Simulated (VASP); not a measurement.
# Si2As in VASP: notebook

Runs on Si2As. Level: PBE. Tasks: single point, relaxation of cell and atoms.

All numbers are computed with VASP 6.6.1; they aren't measurements. Logs are shortened: lines on timing, memory, paths and dates and some standing lists are left out, and cuts for length are marked.

**1. The cell of the first run**

The structure is cubic, space group F-43m (No. 216). The conventional cell has a = 6.043 Å, b = 6.043 Å, c = 6.043 Å, α = 90.00°, β = 90.00°, γ = 90.00°. Within 3.5 Å of Si (site symmetry -43m) lie 4 Si at 2.62 Å and 6 As at 3.02 Å. Si (site symmetry -43m) has 4 Si at 2.62 Å and 4 As at 2.62 Å within 3.5 Å. As (site symmetry -43m) has 10 Si at 2.62 to 3.02 Å within 3.5 Å.

**2. Single point, PBE**

INCAR

```
PREC     = Accurate       # precision mode
ENCUT    = 500            # plane-wave cutoff, eV
EDIFF    = 1E-6           # SCF threshold, eV
ISMEAR   = 0              # smearing method
SIGMA    = 0.2            # smearing width, eV
LREAL    = False          # projectors in reciprocal space
LASPH    = True           # aspherical terms in the spheres
NELM     = 120            # most SCF steps
ALGO     = Normal         # electronic algorithm
ISIF     = 2              # what is computed and relaxed
LWAVE    = False          # write WAVECAR
LCHARG   = True           # write CHGCAR
GGA      = PE             # functional
LELF     = True           # ELF
LVHAR    = True         
NBANDS   = 14             # bands
GGA_COMPAT= False
```

KPOINTS

```
regular mesh
0
Gamma
  6 6 6
```

POSCAR

```
Si2As
1.0
    0.0000000000      3.0213272361      3.0213272361
    3.0213272361      0.0000000000      3.0213272361
    3.0213272361      3.0213272361      0.0000000000
Si As
2 1
Direct
    0.2500000000      0.2500000000      0.2500000000
    0.5000000000      0.5000000000      0.5000000000
    0.7500000000      0.7500000000      0.7500000000
```

Potentials or basis: VASP PAW PBE potentials, release 64 (Si, As).

Started as:

```
$ cat potpaw_PBE.64/Si/POTCAR potpaw_PBE.64/As/POTCAR > POTCAR
$ mpirun -np 1 vasp_std > vasp.out
```

OUTCAR:

```text
PREC = Accurate
   ENCUT = 500
   EDIFF = 1E-6
   ISMEAR = 0
   LREAL = False
   LASPH = True
   NELM = 120
   ISIF = 2
   GGA = PE

 ion  position               nearest neighbor table
   1  0.250  0.250  0.250-   2 2.62   2 2.62   2 2.62   2 2.62   3 3.02   3 3.02   3 3.02   3 3.02
                             3 3.02   3 3.02
   2  0.500  0.500  0.500-   1 2.62   1 2.62   3 2.62   3 2.62   1 2.62   1 2.62   3 2.62   3 2.62

   3  0.750  0.750  0.750-   2 2.62   2 2.62   2 2.62   2 2.62   1 3.02   1 3.02   1 3.02   1 3.02
                             1 3.02   1 3.02

  LATTYP: Found a face centered cubic cell.
 ALAT       =     6.0426544722

  Lattice vectors:

 A1 = (   0.0000000000,   3.0213272361,   3.0213272361)
 A2 = (   3.0213272361,   0.0000000000,   3.0213272361)
 A3 = (   3.0213272361,   3.0213272361,   0.0000000000)

Analysis of symmetry for initial positions (statically):
=====================================================================
 Subroutine PRICEL returns:
 Original cell was already a primitive cell.

 Routine SETGRP: Setting up the symmetry group for a
 face centered cubic supercell.

 Subroutine GETGRP returns: Found 24 space group operations
 (whereof 24 operations were pure point group operations)
 out of a pool of 48 trial point group operations.

The static configuration has the point symmetry T_d .

Analysis of symmetry for dynamics (positions and initial velocities):
=====================================================================
 Subroutine PRICEL returns:
 Original cell was already a primitive cell.

 Routine SETGRP: Setting up the symmetry group for a
 face centered cubic supercell.

 Subroutine GETGRP returns: Found 24 space group operations
 (whereof 24 operations were pure point group operations)
 out of a pool of 48 trial point group operations.

The dynamic configuration has the point symmetry T_d .

 Subroutine INISYM returns: Found 24 space group operations
 (whereof 24 operations are pure point group operations),
 and found     1 'primitive' translations

----------------------------------------------------------------------------------------

                                     Primitive cell

  volume of cell :      55.1599

  direct lattice vectors                    reciprocal lattice vectors
     0.000000000  3.021327236  3.021327236    -0.165490184  0.165490184  0.165490184
     3.021327236  0.000000000  3.021327236     0.165490184 -0.165490184  0.165490184
     3.021327236  3.021327236  0.000000000     0.165490184  0.165490184 -0.165490184

  length of vectors
     4.272801954  4.272801954  4.272801954     0.286637407  0.286637407  0.286637407

  position of ions in fractional coordinates (direct lattice)
     0.250000000  0.250000000  0.250000000
     0.500000000  0.500000000  0.500000000
     0.750000000  0.750000000  0.750000000

  ion indices of the primitive-cell ions
   primitive index   ion index
                 1           1
                 2           2
                 3           3

----------------------------------------------------------------------------------------

 KPOINTS: regular mesh

Automatic generation of k-mesh.
 Grid dimensions read from file:
 generate k-points for:    6    6    6

 Generating k-lattice:

  Cartesian coordinates                     Fractional coordinates (reciprocal lattice)
    -0.027581697  0.027581697  0.027581697     0.166666667  0.000000000  0.000000000
     0.027581697 -0.027581697  0.027581697     0.000000000  0.166666667  0.000000000
     0.027581697  0.027581697 -0.027581697     0.000000000  0.000000000  0.166666667

  Length of vectors
     0.047772901  0.047772901  0.047772901

  Shift w.r.t. Gamma in fractional coordinates (k-lattice)
     0.000000000  0.000000000  0.000000000

 Subroutine IBZKPT returns following result:
 ===========================================

 Found     16 irreducible k-points:

 Following reciprocal coordinates:
            Coordinates               Weight
  0.000000  0.000000  0.000000      1.000000
  0.166667  0.000000  0.000000      8.000000
  0.333333  0.000000  0.000000      8.000000
  0.500000  0.000000  0.000000      4.000000
  0.166667  0.166667  0.000000      6.000000
  0.333333  0.166667  0.000000     24.000000
[... 8 lines left out ...]
 -0.333333  0.333333  0.166667     24.000000
 -0.333333  0.500000  0.166667     12.000000
   k-points           NKPTS =     16   k-points in BZ     NKDIM =     16   number of bands    NBANDS=     14
   number of dos      NEDOS =    301   number of ions     NIONS =      3
   total plane-waves  NPLWV =  32768
   dimension x,y,z NGX =    32 NGY =   32 NGZ =   32
   dimension x,y,z NGXF=    64 NGYF=   64 NGZF=   64
   ions per type =               2   1
   NGX,Y,Z   is equivalent  to a cutoff of  12.45, 12.45, 12.45 a.u.
   NGXF,Y,Z  is equivalent  to a cutoff of  24.90, 24.90, 24.90 a.u.
 SYSTEM =  unknown system
   PREC   = accura    normal or accurate (medium, high low for compatibility)
   ISTART =      0    job   : 0-new  1-cont  2-samecut
   ICHARG =      2    charge: 1-file 2-atom 10-const
   ISPIN  =      1    spin polarized calculation?
   LNONCOLLINEAR =      F non collinear calculations
   LSORBIT =      F    spin-orbit coupling
   LASPH  =      T    aspherical Exc in radial PAW
   ENCUT  =  500.0 eV  36.75 Ry    6.06 a.u.   7.79  7.79  7.79*2*pi/ulx,y,z
   NELM   =    120;   NELMIN=  2; NELMDL= -5     # of ELM steps
   EDIFF  = 0.1E-05   stopping-criterion for ELM
   LREAL  =      F    real-space projection
   EDIFFG = 0.1E-04   stopping-criterion for IOM
   NSW    =      0    number of steps for IOM
   IBRION =     -1    ionic relax: 0-MD 1-quasi-New 2-CG
   NFREE  =      0    steps in history (QN), initial steepest desc. (CG)
   ISIF   =      2    stress and relaxation
   ISYM   =      2    0-nonsym 1-usesym 2-fastsym
   POTIM  = 0.5000    time-step for ionic-motion
   TEBEG  =    0.0;   TEEND  =   0.0 temperature during run
   PSTRESS=    0.0 pullay stress
   NELECT =      13.0000    total number of electrons
   NUPDOWN=      -1.0000    fix difference up-down
   EMIN   =  10.00;   EMAX   =-10.00  energy-range for DOS
   EFERMI =   0.00;   METHOD = LEGACY
   ISMEAR =     0;   SIGMA  =   0.20  broadening in eV -4-tet -1-fermi 0-gaus
   EFERMI_NEDOS =   21; number of points for ismear=-14 and -15
   IALGO  =     38    algorithm
   IMIX   =      4    mixing-type and parameters
     AMIX     =   0.40;   BMIX     =  1.00
     AMIX_MAG =   1.60;   BMIX_MAG =  1.00
  volume/ion in A,a.u.               =      18.39       124.08
  Fermi-wavevector in a.u.,A,eV,Ry     =   1.011226  1.910940 13.913016  1.022578
  Thomas-Fermi vector in A             =   2.144263
   LORBIT       =      0    0 simple, 1 ext, 2 COOP (PROOUT), +10 PAW based schemes
   GGA     = PE    functional components
   LHFCALC =     F    Hartree Fock is set to
   AEXX    =    0.0000 exact exchange contribution
   IVDW    =     0    specifies the selected vdW correction
   LEPSILON=     F    determine dielectric tensor
   LRPA    =     F    only Hartree local field effects (RPA)
 non-spin polarized calculation
 Gauss-broadening in eV      SIGMA  =   0.20
  energy-cutoff  :      500.00
  volume of cell :       55.16
 maximum number of plane-waves:      1420
   NGX = 15   NGY = 15   NGZ = 15

 number of electron      12.9999999 magnetization

 Free energy of the ion-electron system (eV)
  ---------------------------------------------------
  ext. energy  EPLUGINS =         0.00000000
  ---------------------------------------------------
  free energy    TOTEN  =       -14.07081602 eV

  energy without entropy =      -14.04291532  energy(sigma->0) =      -14.05686567

 E-fermi :   7.1682     XC(G=0): -10.2389

 val. band max:        6.8402876368   @ k =   0.5000   0.1667   0.0000
 cond. band min:       7.1874125606   @ k =  -0.3333   0.5000   0.1667
 fundamental gap:      0.3471249238
 Fermi energy:         7.1682308751

 k-point     1 :       0.0000    0.0000    0.0000
  band No.  band energies     occupation
      1      -7.0907      2.00000
      2       1.5408      2.00000
      3       4.3615      2.00000
      4       4.3615      2.00000
      5       4.3615      2.00000
      6       5.6209      2.00000
      7       5.6209      2.00000
      8       5.6209      2.00000
      9       6.4247      2.00000
     10      10.3675      0.00000
     11      10.3675      0.00000
     12      10.3675      0.00000
     13      11.6094      0.00000
     14      11.6094      0.00000

 k-point     2 :       0.1667    0.0000    0.0000
  band No.  band energies     occupation
      1      -6.8008      2.00000
      2       0.3190      2.00000
      3       3.3997      2.00000
      4       3.9629      2.00000
      5       3.9629      2.00000
      6       5.8301      2.00000
      7       5.9669      2.00000
      8       5.9669      2.00000
      9       8.8685      0.00000
     10       9.6539      0.00000
     11       9.6539      0.00000
     12      10.2758      0.00000
     13      13.5449      0.00000
     14      13.5449      0.00000

 k-point     3 :       0.3333    0.0000    0.0000
  band No.  band energies     occupation
      1      -5.9867      2.00000
      2      -1.8118      2.00000
      3       2.5936      2.00000
      4       3.5577      2.00000
      5       3.5577      2.00000
      6       5.8140      2.00000
      7       5.8140      2.00000
      8       6.5090      2.00000
      9      10.1824      0.00000
     10      10.5614      0.00000
     11      10.5614      0.00000
     12      13.1091      0.00000
     13      15.6932      0.00000
     14      15.8732      0.00000
[... 188 lines left out ...]
 k-point    15 :      -0.3333    0.3333    0.1667
  band No.  band energies     occupation
      1      -4.6778      2.00000
      2      -2.5230      2.00000
      3      -0.6862      2.00000
      4       1.4789      2.00000
      5       4.9572      2.00000
      6       5.1989      2.00000
      7       8.4621      0.00000
      8       9.0206      0.00000
      9       9.6756      0.00000
     10      10.7003      0.00000
     11      13.2626      0.00000
     12      13.3629      0.00000
     13      15.6829      0.00000
     14      16.6056      0.00000

 k-point    16 :      -0.3333    0.5000    0.1667
  band No.  band energies     occupation
      1      -4.4593      2.00000
      2      -2.2219      2.00000
      3      -1.2164      2.00000
      4       1.0398      2.00000
      5       3.6786      2.00000
      6       6.8051      1.98977
      7       7.1874      0.89211
      8      10.1301      0.00000
      9      10.6785      0.00000
     10      12.0310      0.00000
     11      13.1542      0.00000
     12      13.3423      0.00000
     13      16.2644      0.00000
     14      16.5664      0.00000

------------------------ aborting loop because EDIFF is reached ----------------------------------------

  FORCE on cell =-STRESS in cart. coord.  units (eV):
  Direction    XX          YY          ZZ          XY          YZ          ZX
  --------------------------------------------------------------------------------------
  -------------------------------------------------------------------------------------
  Total        0.1685244      0.1685244      0.1685244     -0.0000000     -0.0000000     -0.0000000
  in kB        4.8949697      4.8949697      4.8949697     -0.0000000     -0.0000000     -0.0000000
  external PRESSURE =       4.8949697 kB  Pullay stress =       0.0000000 kB

 VOLUME and BASIS-vectors are now :
 -----------------------------------------------------------------------------
  energy-cutoff  :      500.00
  volume of cell :       55.16
      direct lattice vectors                 reciprocal lattice vectors
     0.000000000  3.021327236  3.021327236    -0.165490184  0.165490184  0.165490184
     3.021327236  0.000000000  3.021327236     0.165490184 -0.165490184  0.165490184
     3.021327236  3.021327236  0.000000000     0.165490184  0.165490184 -0.165490184

 POSITION                                       TOTAL-FORCE (eV/Angst)
 -----------------------------------------------------------------------------------
      1.51066      1.51066      1.51066        -0.000000      0.000000      0.000000
      3.02133      3.02133      3.02133         0.000000      0.000000     -0.000000
      4.53199      4.53199      4.53199         0.000000     -0.000000     -0.000000
 -----------------------------------------------------------------------------------
    total drift:                                0.000000      0.000000      0.000000

  FREE ENERGIE OF THE ION-ELECTRON SYSTEM (eV)
  ---------------------------------------------------
  free  energy   TOTEN  =       -14.0708160237 eV

  energy  without entropy=      -14.0429153158  energy(sigma->0) =      -14.05686567
```

Wall time 5.3 s (1 thread of Intel Xeon 6975P-C (Granite Rapids), shared host); peak memory 0.17 GiB.

Results:

| Item | Value |
| --- | --- |
| Free energy | -14.0708 eV |
| Pressure | 0.5 GPa |

Levels at points of the mesh, in eV from the Fermi level:
| k point | band 2 | band 3 | band 4 | band 5 | band 6 | band 7 | band 8 | band 9 | band 10 | band 11 |
| --- | --- | --- | --- | --- | --- | --- | --- | --- | --- | --- |
| (0.00, 0.00, 0.00) | -5.63 | -2.81 | -2.81 | -2.81 | -1.55 | -1.55 | -1.55 | -0.74 | 3.20 | 3.20 |
| (0.50, 0.00, 0.00) | -10.25 | -4.82 | -3.74 | -3.74 | -1.59 | -1.59 | -0.57 | 4.39 | 5.09 | 5.09 |
| (0.50, 0.50, 0.00) | -9.49 | -7.37 | -5.59 | -5.59 | -1.91 | 3.11 | 3.11 | 5.01 | 5.21 | 6.13 |

**3. Single point, PBE**

INCAR

```
SYSTEM = Si2As
PREC     = Accurate       ! precision mode
ENCUT    = 500            ! plane-wave cutoff, eV
EDIFF    = 1E-6           ! SCF threshold, eV
ISMEAR   = 0              ! smearing method
SIGMA    = 0.2            ! smearing width, eV
LREAL    = .False.        ! projectors in reciprocal space
LASPH    = .True.         ! aspherical terms in the spheres
NELM     = 120            ! most SCF steps
ALGO     = Normal         ! electronic algorithm
ISIF     = 2              ! what is computed and relaxed
LWAVE    = .False.        ! write WAVECAR
LCHARG   = .False.        ! write CHGCAR
GGA      = PE             ! functional
NBANDS   = 14             ! bands
GGA_COMPAT= .False.
```

KPOINTS

```
Automatic mesh
0
Gamma
  6 6 6
  0 0 0
```

POSCAR

```
Si2As
1.0
    0.0000000000      3.0231693318      3.0231693318
    3.0231693318      0.0000000000      3.0231693318
    3.0231693318      3.0231693318      0.0000000000
Si As
2 1
Direct
    0.7500000000      0.7500000000      0.7500000000
    0.5000000000      0.5000000000      0.5000000000
    0.0000000000      0.0000000000      0.0000000000
```

Potentials or basis: VASP PAW PBE potentials, release 64 (Si, As).

Started as:

```
$ cat potpaw_PBE.64/Si/POTCAR potpaw_PBE.64/As/POTCAR > POTCAR
$ mpirun -np 1 vasp_std > vasp.out
```

Run time: 5.1 s. Hardware: 1 thread of Intel Xeon 6975P-C (Granite Rapids), shared host; peak memory 0.17 GiB.

Results (log left out):

```yaml
Free_energy: -14.0711 eV
Pressure: 0.4 GPa
```

Levels at points of the mesh, in eV from the Fermi level:
```tsv
k point	band 2	band 3	band 4	band 5	band 6	band 7	band 8	band 9	band 10	band 11
(0.00, 0.00, 0.00)	-5.63	-2.80	-2.80	-2.80	-1.54	-1.54	-1.54	-0.76	3.20	3.20
(0.50, 0.00, 0.00)	-10.24	-4.83	-3.73	-3.73	-1.59	-1.59	-0.57	4.37	5.08	5.08
(0.50, 0.50, 0.00)	-9.48	-7.37	-5.58	-5.58	-1.91	3.11	3.11	4.99	5.20	6.12
```

(Continued in part 2 of 2.)
